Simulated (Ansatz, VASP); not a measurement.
**Sn3I2 in VASP and in Ansatz**

File INCAR:

```
SYSTEM = Sn3I2
ALGO = Normal ; EDIFF = 1E-6
ENCUT = 520 ; GGA = PE
ISIF = 2 ; ISMEAR = 0
LASPH = .True. ; LCHARG = .False.
LREAL = .False. ; LWAVE = .False.
NBANDS = 36 ; NELM = 60
PREC = Accurate ; SIGMA = 0.1
```

Contents of KPOINTS:

```
k-points
0
Gamma
  6 6 4
  0 0 0
```

File POSCAR:

```
Sn3I2
1.0
    4.9004358823      0.0000000000      0.0000000000
   -2.4502179412      4.2439019637      0.0000000000
    0.0000000000      0.0000000000      7.6242822230
Sn I
3 2
Direct
    0.0000000000      0.0000000000      0.0000000000
    0.3333333333      0.6666666667      0.6450000000
    0.6666666667      0.3333333333      0.3550000000
    0.3333333333      0.6666666667      0.2450000000
    0.6666666667      0.3333333333      0.7550000000
```

Input for Ansatz:

```yaml
crystal:
  lattice:
    - [4.9004358823, 0.0, 0.0]
    - [-2.4502179412, 4.2439019637, 0.0]
    - [0.0, 0.0, 7.624282223]
  atoms:
    - { symbol: Sn, position: [0.0, 0.0, 0.0] }
    - { symbol: Sn, position: [0.3333333333, 0.6666666667, 0.645] }
    - { symbol: Sn, position: [0.6666666667, 0.3333333333, 0.355] }
    - { symbol: I, position: [0.3333333333, 0.6666666667, 0.245] }
    - { symbol: I, position: [0.6666666667, 0.3333333333, 0.755] }
basis:
  ecutwfc: 420
kpoints:
  mp_grid: { grid: [6, 6, 4] }
hamiltonian:
  xc: pbe
scf:
  occupations: { method: gaussian, width: 0.1 }
  lower_state_search: "off"
output:
  forces: true
  stress: true
  eigenvalues: true
```

Alike in both runs: task single point; functional PBE; k mesh 6 × 6 × 4; occupations gaussian, width 0.1 eV; no spin polarisation.

```csv
,VASP,Ansatz
version,VASP 6.6.1,Ansatz 0.2.0
potentials or method,"VASP PAW PBE potentials, release 64 (Sn_d, I), cutoff 520 eV","scalar-relativistic, plane waves, PAW"
valence electrons in the cell,56,76
```

```tsv
	VASP	Ansatz	Ansatz less VASP
gap on the k mesh at the Fermi level (eV)	none	none	-
pressure (GPa)	9.0	9.1	+0.04
traceless stress, the component that is largest in VASP (GPa)	-1.83	-1.83	-0.007
rms of the force components (eV/Å)	0.767	0.768	+0.0011
```

Atom by atom the forces differ by 0.001 eV/Å (rms over components). A gap of «none» marks a metal or a gap that the smearing closes. VASP's potentials hold 56 valence electrons a cell and Ansatz's 76, so a difference there can come from the potentials and not from the codes.

Neither program's run includes spin-orbit coupling.
